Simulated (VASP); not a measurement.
# Mg32Si13Ge3 (P1) in VASP: a series of runs

Mg32Si13Ge3 is run at these levels: PBEsol; tasks: single point.

All numbers are computed with VASP 6.6.1; they aren't measurements. Logs are shortened: lines on timing, memory, paths and dates and some standing lists are left out, and cuts for length are marked.

## Step 1: The cell of the first run

The typed cell holds 96 atoms: a = 12.663 Å, b = 12.663 Å, c = 12.663 Å, α = 90.00°, β = 90.00°, γ = 90.00°.

## Step 2: Single point, PBEsol

The input, INCAR:

```
PREC = Accurate
ENCUT = 550
EDIFF = 1E-6
ISMEAR = -1
SIGMA = 0.05
LREAL = Auto
LASPH = T
NELM = 120
ALGO = Normal
ISIF = 2
LWAVE = F
LCHARG = T
GGA = PS
LELF = T
LVHAR = T
ISYM = -1
NBANDS = 212
GGA_COMPAT = F
```

The input, KPOINTS:

```
explicit points
1
Reciprocal
  0.25000000   0.25000000   0.25000000 1
```

The input, POSCAR:

```
Mg32Si13Ge3
1.0
   12.6634465607      0.0000000000      0.0000000000
    0.0000000000     12.6634465607      0.0000000000
    0.0000000000      0.0000000000     12.6634465607
Mg Si Ge
64 26 6
Direct
    0.3749850000      0.1248120000      0.1246060000
    0.3752230000      0.1243520000      0.6250820000
    0.3759180000      0.6253190000      0.1251890000
    0.3753280000      0.6252180000      0.6251270000
    0.8751540000      0.1251980000      0.1251260000
    0.8754410000      0.1252350000      0.6251770000
    0.8745480000      0.6255830000      0.1255950000
    0.8750950000      0.6252280000      0.6251540000
    0.1249400000      0.3741240000      0.1250650000
    0.1248090000      0.3756410000      0.6254560000
    0.1248140000      0.8756860000      0.1254710000
    0.1252110000      0.8751300000      0.6250110000
    0.6257020000      0.3754940000      0.1247870000
    0.6257520000      0.3756830000      0.6247770000
    0.6251470000      0.8752530000      0.1252500000
    0.6252670000      0.8749550000      0.6250080000
    0.1250320000      0.1245900000      0.3748220000
    0.1249750000      0.1251120000      0.8749950000
    0.1246350000      0.6256250000      0.3755980000
    0.1250170000      0.6252610000      0.8743720000
    0.6258350000      0.1246810000      0.3752700000
    0.6255470000      0.1247290000      0.8755960000
    0.6254170000      0.6254190000      0.3754370000
    0.6250730000      0.6250920000      0.8751780000
    0.1250400000      0.1248070000      0.1248660000
    0.1247040000      0.1247200000      0.6252600000
    0.1245710000      0.6254410000      0.1254680000
    0.1251250000      0.6250630000      0.6251570000
    0.6254160000      0.1244410000      0.1244590000
    0.6255910000      0.1245550000      0.6246360000
    0.6250700000      0.6250320000      0.1252030000
    0.6252440000      0.6250190000      0.6250340000
    0.3756560000      0.3756210000      0.3754490000
    0.3750510000      0.3753900000      0.8754080000
    0.3753700000      0.8749550000      0.3751250000
    0.3754220000      0.8753830000      0.8745440000
    0.8753640000      0.3752360000      0.3753020000
    0.8747940000      0.3746660000      0.8748610000
    0.8753860000      0.8751670000      0.3753250000
    0.8749630000      0.8752420000      0.8752290000
    0.3749690000      0.3748260000      0.1242200000
    0.3751780000      0.3758160000      0.6251110000
    0.3755830000      0.8752880000      0.1252720000
    0.3750680000      0.8747620000      0.6250130000
    0.8746140000      0.3744750000      0.1254910000
    0.8751280000      0.3750850000      0.6251060000
    0.8749250000      0.8750600000      0.1251920000
    0.8751950000      0.8750070000      0.6250270000
    0.3752950000      0.1239950000      0.3748060000
    0.3747470000      0.1245000000      0.8751840000
    0.3755040000      0.6253730000      0.3753650000
    0.3754480000      0.6246840000      0.8746000000
    0.8753880000      0.1248490000      0.3750060000
    0.8751000000      0.1251800000      0.8751500000
    0.8750450000      0.6251630000      0.3753190000
    0.8744070000      0.6252910000      0.8745890000
    0.1242500000      0.3749520000      0.3750870000
    0.1254180000      0.3745060000      0.8745880000
    0.1250510000      0.8749420000      0.3748920000
    0.1246640000      0.8755970000      0.8745050000
    0.6256770000      0.3754470000      0.3753620000
    0.6254850000      0.3752120000      0.8754790000
    0.6254110000      0.8748100000      0.3749490000
    0.6248620000      0.8749510000      0.8749160000
    0.9998860000      0.0001330000      0.0000540000
    0.0002260000      0.9999650000      0.5001140000
    0.9999590000      0.5002280000      0.5003610000
    0.5000160000      0.9998420000      0.9999700000
    0.5003710000      0.9997120000      0.5000630000
    0.5002510000      0.5000430000      0.0000520000
    0.5003420000      0.5003560000      0.5001970000
    0.2500190000      0.2498370000      0.9998170000
    0.2500820000      0.7499990000      0.5001080000
    0.7501360000      0.2499750000      0.0000990000
    0.7503880000      0.2500140000      0.5000510000
    0.7499210000      0.7502160000      0.0001170000
    0.7503230000      0.7500880000      0.5002670000
    0.2502170000      0.9999210000      0.2499480000
    0.2500400000      0.0000710000      0.7499520000
    0.2501330000      0.5002640000      0.7500440000
    0.7504300000      0.9999760000      0.2500740000
    0.7502920000      0.0000820000      0.7500990000
    0.7501510000      0.5003060000      0.2502580000
    0.7500000000      0.5000810000      0.7500810000
    0.0001490000      0.2497580000      0.2501770000
    0.0000710000      0.2500640000      0.7501200000
    0.9999040000      0.7502460000      0.2501950000
    0.9999890000      0.7501190000      0.7499850000
    0.5003060000      0.7500470000      0.2502110000
    0.5002200000      0.7499680000      0.7499490000
    0.9999500000      0.5000200000      0.0000610000
    0.2501560000      0.2500270000      0.5001050000
    0.2500530000      0.7503410000      0.9998960000
    0.2499560000      0.5001680000      0.2500620000
    0.5004890000      0.2500030000      0.2499930000
    0.5003440000      0.2500270000      0.7500710000
```

Potentials or basis: VASP PAW PBE potentials, release 64 (Mg, Si, Ge_d).

Launch:

```console
> cat potpaw_PBE.64/Mg/POTCAR potpaw_PBE.64/Si/POTCAR potpaw_PBE.64/Ge_d/POTCAR > POTCAR
> mpirun -np 1 vasp_std > vasp.out
```

OUTCAR:

```text
PREC = Accurate
   ENCUT = 550
   EDIFF = 1E-6
   ISMEAR = -1
   LREAL = Auto
   LASPH = T
   NELM = 120
   ISIF = 2
   GGA = PS
   ISYM = -1

 ion  position               nearest neighbor table
   1  0.375  0.125  0.125-  68 2.74  72 2.74  78 2.74  95 2.75  50 3.16  43 3.16  25 3.17  41 3.17
                            49 3.17  29 3.17
   2  0.375  0.124  0.625-  79 2.74  69 2.74  92 2.75  96 2.75  44 3.16  50 3.17  49 3.17  30 3.17
                            26 3.17  42 3.18
   3  0.376  0.625  0.125-  89 2.74  70 2.74  94 2.75  93 2.75  31 3.16  43 3.17  51 3.17  41 3.17
                            52 3.17  27 3.18
   4  0.375  0.625  0.625-  90 2.74  71 2.74  73 2.74  80 2.74  42 3.16  52 3.16  44 3.16  51 3.16
                            32 3.16  28 3.17
   5  0.875  0.125  0.125-  85 2.74  74 2.74  65 2.74  81 2.74  45 3.16  29 3.16  53 3.16  25 3.16
                            54 3.17  47 3.17
   6  0.875  0.125  0.625-  86 2.74  75 2.74  66 2.74  82 2.74  26 3.16  46 3.16  30 3.16  54 3.17
                            53 3.17  48 3.17
   7  0.875  0.626  0.126-  83 2.74  87 2.74  76 2.74  91 2.75  47 3.16  31 3.16  55 3.16  27 3.17
                            56 3.18  45 3.18
   8  0.875  0.625  0.625-  77 2.74  88 2.74  67 2.74  84 2.74  56 3.16  48 3.16  55 3.16  32 3.16
                            28 3.17  46 3.17
   9  0.125  0.374  0.125-  85 2.74  72 2.74  91 2.75  94 2.75  25 3.16  57 3.17  41 3.17  45 3.17
[... 171 lines left out ...]
  95  0.500  0.250  0.250-  33 2.75  13 2.75  21 2.75  61 2.75  49 2.75  29 2.75   1 2.75  41 2.75

  96  0.500  0.250  0.750-  62 2.75   2 2.75  42 2.75  34 2.75  22 2.75  30 2.75  50 2.75  14 2.75

IMPORTANT INFORMATION: All symmetrisations will be switched off!
NOSYMM: (Re-)initialisation of all symmetry stuff for point group C_1.

----------------------------------------------------------------------------------------

                                     Primitive cell

  volume of cell :    2030.7467

  direct lattice vectors                    reciprocal lattice vectors
    12.663446561  0.000000000  0.000000000     0.078967443  0.000000000  0.000000000
     0.000000000 12.663446561  0.000000000     0.000000000  0.078967443  0.000000000
     0.000000000  0.000000000 12.663446561     0.000000000  0.000000000  0.078967443

  length of vectors
    12.663446561 12.663446561 12.663446561     0.078967443  0.078967443  0.078967443

  position of ions in fractional coordinates (direct lattice)
     0.374985000  0.124812000  0.124606000
     0.375223000  0.124352000  0.625082000
     0.375918000  0.625319000  0.125189000
     0.375328000  0.625218000  0.625127000
     0.875154000  0.125198000  0.125126000
     0.875441000  0.125235000  0.625177000
[... 223 lines left out ...]
   POTIM  = 0.5000    time-step for ionic-motion
   TEBEG  =    0.0;   TEEND  =   0.0 temperature during run
   PSTRESS=    0.0 pullay stress
   NELECT =     316.0000    total number of electrons
   NUPDOWN=      -1.0000    fix difference up-down
   EMIN   =  10.00;   EMAX   =-10.00  energy-range for DOS
   EFERMI =   0.00;   METHOD = LEGACY
   ISMEAR =    -1;   SIGMA  =   0.05  broadening in eV -4-tet -1-fermi 0-gaus
   EFERMI_NEDOS =   21; number of points for ismear=-14 and -15
   IALGO  =     38    algorithm
   IMIX   =      4    mixing-type and parameters
     AMIX     =   0.40;   BMIX     =  1.00
     AMIX_MAG =   1.60;   BMIX_MAG =  1.00
  volume/ion in A,a.u.               =      21.15       142.75
  Fermi-wavevector in a.u.,A,eV,Ry     =   0.880546  1.663990 10.549425  0.775361
  Thomas-Fermi vector in A             =   2.000921
   LORBIT       =      0    0 simple, 1 ext, 2 COOP (PROOUT), +10 PAW based schemes
   GGA     = PS    functional components
   LHFCALC =     F    Hartree Fock is set to
   AEXX    =    0.0000 exact exchange contribution
   IVDW    =     0    specifies the selected vdW correction
   LEPSILON=     F    determine dielectric tensor
   LRPA    =     F    only Hartree local field effects (RPA)
 non-spin polarized calculation
  energy-cutoff  :      550.00
  volume of cell :     2030.75
 maximum number of plane-waves:     59506
 NGX is ok and might be reduce to    96
   NGX = 49   NGY = 49   NGZ = 49

 number of electron     316.0000064 magnetization

 Free energy of the ion-electron system (eV)
  ---------------------------------------------------
  ext. energy  EPLUGINS =         0.00000000
  ---------------------------------------------------
  free energy    TOTEN  =      -306.86370646 eV

  energy without entropy =     -306.85197854  energy(sigma->0) =     -306.85784250

 E-fermi :   3.7210     XC(G=0):  -8.9740

 val. band max:        3.4499755342   @ k =   0.2500   0.2500   0.2500
 cond. band min:       4.0027344651   @ k =   0.2500   0.2500   0.2500
 fundamental gap:      0.5527589309
 Fermi energy:         3.7209702560

 k-point     1 :       0.2500    0.2500    0.2500
  band No.  band energies     occupation
      1     -19.9769      2.00000
      2     -19.9764      2.00000
      3     -19.9727      2.00000
      4     -19.9713      2.00000
      5     -19.9692      2.00000
      6     -19.9686      2.00000
[... 162 lines left out ...]
    169       4.9266      0.00000
    170       4.9290      0.00000
 [bands above 170 left out]

------------------------ aborting loop because EDIFF is reached ----------------------------------------

  FORCE on cell =-STRESS in cart. coord.  units (eV):
  Direction    XX          YY          ZZ          XY          YZ          ZX
  --------------------------------------------------------------------------------------
  -------------------------------------------------------------------------------------
  Total       -0.2385259     -0.2412968     -0.2445118     -5.5345814     -5.5443122     -5.4860675
  in kB       -0.1881874     -0.1903734     -0.1929100     -4.3665616     -4.3742389     -4.3282861
  external PRESSURE =      -0.1904903 kB  Pullay stress =       0.0000000 kB

 VOLUME and BASIS-vectors are now :
 -----------------------------------------------------------------------------
  energy-cutoff  :      550.00
  volume of cell :     2030.75
      direct lattice vectors                 reciprocal lattice vectors
    12.663446561  0.000000000  0.000000000     0.078967443  0.000000000  0.000000000
     0.000000000 12.663446561  0.000000000     0.000000000  0.078967443  0.000000000
     0.000000000  0.000000000 12.663446561     0.000000000  0.000000000  0.078967443

 POSITION                                       TOTAL-FORCE (eV/Angst)
 -----------------------------------------------------------------------------------
      4.74860      1.58055      1.57794        -0.002420     -0.001387      0.001815
      4.75162      1.57472      7.91569         0.002847      0.005468      0.001655
      4.76042      7.91869      1.58532         0.002179     -0.000027     -0.003225
      4.75295      7.91741      7.91626         0.000532      0.001427     -0.000672
     11.08247      1.58544      1.58453         0.005242      0.001039      0.002878
     11.08610      1.58591      7.91690        -0.001402     -0.001641      0.000435
[... 88 lines left out ...]
      6.33792      3.16590      3.16577        -0.004310     -0.003854     -0.003301
      6.33608      3.16620      9.49848        -0.002454     -0.001378     -0.001194
 -----------------------------------------------------------------------------------
    total drift:                               -0.000617     -0.003448     -0.004430

  FREE ENERGIE OF THE ION-ELECTRON SYSTEM (eV)
  ---------------------------------------------------
  free  energy   TOTEN  =      -306.8637064644 eV

  energy  without entropy=     -306.8519785381  energy(sigma->0) =     -306.85784250
```

It took 14 min on 1 thread of Intel Xeon Platinum 8375C at 2.90GHz (Ice Lake), shared host; peak memory 1.8 GiB.

Results:

```yaml
Free_energy: -306.8637 eV
Pressure: 0.0 GPa
Largest_force: 0.012 eV/Å
```

Forces on the atoms (eV/Å):
```
Mg  -0.002 -0.001  0.002
Mg   0.003  0.005  0.002
Mg   0.002  0.000 -0.003
Mg   0.001  0.001 -0.001
Mg   0.005  0.001  0.003
Mg  -0.001 -0.002  0.000
Mg   0.009 -0.001  0.000
Mg   0.004 -0.001  0.007
Mg   0.007  0.005  0.002
Mg   0.007 -0.008  0.006
Mg   0.003 -0.004 -0.001
Mg   0.001 -0.004  0.003
Mg  -0.001 -0.001  0.004
Mg  -0.002 -0.006  0.004
Mg   0.002 -0.007 -0.002
Mg   0.003 -0.001  0.009
Mg   0.001  0.006  0.000
Mg   0.007  0.001  0.006
Mg   0.009 -0.001  0.005
Mg   0.007  0.001  0.006
Mg   0.002  0.003  0.006
Mg   0.003  0.003 -0.001
Mg  -0.005 -0.004 -0.002
Mg   0.001  0.003  0.001
Mg  -0.004  0.004 -0.001
Mg   0.000  0.002  0.000
Mg   0.001 -0.002 -0.011
Mg  -0.006  0.005 -0.008
Mg   0.002  0.005  0.003
Mg  -0.002  0.003 -0.001
Mg  -0.006  0.003 -0.007
Mg  -0.008  0.003  0.000
Mg   0.003 -0.003  0.005
Mg  -0.003  0.002  0.001
Mg  -0.002 -0.001  0.005
Mg   0.002  0.000  0.009
Mg  -0.003 -0.005 -0.002
Mg   0.004  0.006  0.003
Mg  -0.003 -0.001  0.000
Mg   0.009 -0.004 -0.001
Mg   0.001  0.001 -0.002
Mg  -0.004 -0.005 -0.004
Mg  -0.009 -0.004 -0.003
Mg  -0.003  0.001 -0.007
Mg   0.002  0.000 -0.003
Mg  -0.006 -0.004 -0.002
Mg   0.001 -0.001 -0.008
Mg  -0.002  0.000  0.000
Mg  -0.007  0.009  0.002
Mg  -0.006  0.004  0.002
Mg  -0.003  0.001  0.003
Mg  -0.003  0.002  0.001
Mg  -0.006  0.005  0.000
Mg  -0.004 -0.004 -0.006
Mg  -0.003 -0.003 -0.007
Mg   0.003  0.001  0.000
Mg   0.001 -0.004 -0.001
Mg  -0.004  0.003 -0.002
Mg   0.004  0.000  0.005
Mg  -0.005 -0.008  0.001
Mg  -0.005 -0.001  0.000
Mg  -0.004  0.002 -0.007
Mg  -0.007 -0.001  0.000
Mg   0.003 -0.003  0.001
Si   0.004  0.002  0.001
Si  -0.001  0.001 -0.001
Si  -0.001  0.003 -0.005
Si   0.010  0.005  0.003
Si   0.001 -0.004 -0.001
Si   0.005  0.007  0.000
Si   0.005  0.000 -0.006
Si   0.002 -0.004  0.007
Si   0.004  0.008 -0.001
Si   0.006  0.000  0.000
Si   0.003  0.003 -0.003
Si  -0.003 -0.001 -0.001
Si  -0.005  0.005 -0.008
Si  -0.001  0.001  0.004
Si   0.000 -0.005 -0.003
Si   0.002 -0.007 -0.001
Si  -0.010 -0.002  0.002
Si  -0.003 -0.006 -0.002
Si   0.002 -0.009  0.004
Si   0.009  0.001  0.000
Si  -0.008  0.003 -0.002
Si  -0.001  0.001 -0.004
Si  -0.003  0.001  0.004
Si  -0.001  0.007 -0.001
Si   0.004  0.006 -0.002
Si   0.004  0.005 -0.001
Ge  -0.006 -0.002  0.000
Ge  -0.002 -0.002  0.003
Ge   0.004 -0.005  0.004
Ge   0.003 -0.001  0.003
Ge  -0.004 -0.004 -0.003
Ge  -0.002 -0.001 -0.001
```

Stress tensor (GPa, compression positive):
```
-0.02 -0.44 -0.43
-0.44 -0.02 -0.44
-0.43 -0.44 -0.02
```

Caveat: the PAW data sets were made with another functional, which shifts forces and pressure a little.

[end of part 1 of 2]
